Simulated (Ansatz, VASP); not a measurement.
**One calculation of Hg, two programs**

File INCAR:

```
SYSTEM = Hg
PREC = Accurate ; ENCUT = 500
EDIFF = 1E-6 ; ISMEAR = -5
SIGMA = 0.1 ; LREAL = .FALSE.
LASPH = .TRUE. ; NELM = 120
ALGO = Normal ; ISIF = 2
LWAVE = .FALSE. ; LCHARG = .FALSE.
GGA = PE ; NBANDS = 12
GGA_COMPAT = .FALSE.
```

File KPOINTS:

```
Automatic mesh
0
G
  6 6 6
  0 0 0
```

Contents of POSCAR:

```
Hg
1.0
    2.2339762741     -2.0458582601      0.0000000000
    2.2339762741      2.0458582601      0.0000000000
   -0.3487351701      0.0000000000      3.0398006871
Hg
1
Direct
    0.5000000000      0.5000000000      0.5000000000
```

Input for Ansatz:

```yaml
crystal:
  lattice:
    - [2.2339762741, -2.0458582601, 0.0]
    - [2.2339762741, 2.0458582601, 0.0]
    - [-0.3487351701, 0.0, 3.0398006871]
  atoms:
    - { symbol: Hg, position: [0.5, 0.5, 0.5] }
basis: {}
kpoints:
  mp_grid: { grid: [6, 6, 6] }
hamiltonian:
  xc: pbe
  pseudopotentials: { kind: paw, source: ansatz }
scf:
  occupations: { method: tetrahedron }
output:
  forces: true
  stress: true
  eigenvalues: true
```

Alike in both runs: task single point; functional PBE; k mesh 6 × 6 × 6; occupations tetrahedron; no spin polarisation.

|  | VASP | Ansatz |
| --- | --- | --- |
| version | VASP 6.6.1 | Ansatz 0.2.0 |
| potentials or method | VASP PAW PBE potentials, release 64 (Hg) | scalar-relativistic, plane waves, PAW (harder set) |
| plane-wave cutoff (eV) | 500 | 690 |
| valence electrons in the cell | 12 | 20 |

Ansatz gave:

| Property | Result |
| --- | --- |
| gap on the k mesh at the Fermi level (eV) | none |
| pressure (GPa) | 3.8 |
| traceless stress, the component that is largest in VASP (GPa) | 1.16 |

Task: What did VASP give for the same quantities?

Result: gap on the k mesh at the Fermi level (eV): none; pressure (GPa): 4.0; traceless stress, the component that is largest in VASP (GPa): 1.02.

A gap of «none» marks a metal or a gap that the smearing closes. VASP's potentials hold 12 valence electrons a cell and Ansatz's 20, so a difference there can come from the potentials and not from the codes. Ansatz's warnings: band table not solved further, tetrahedron derivatives may miss energy slope.

Neither program's run includes spin-orbit coupling.
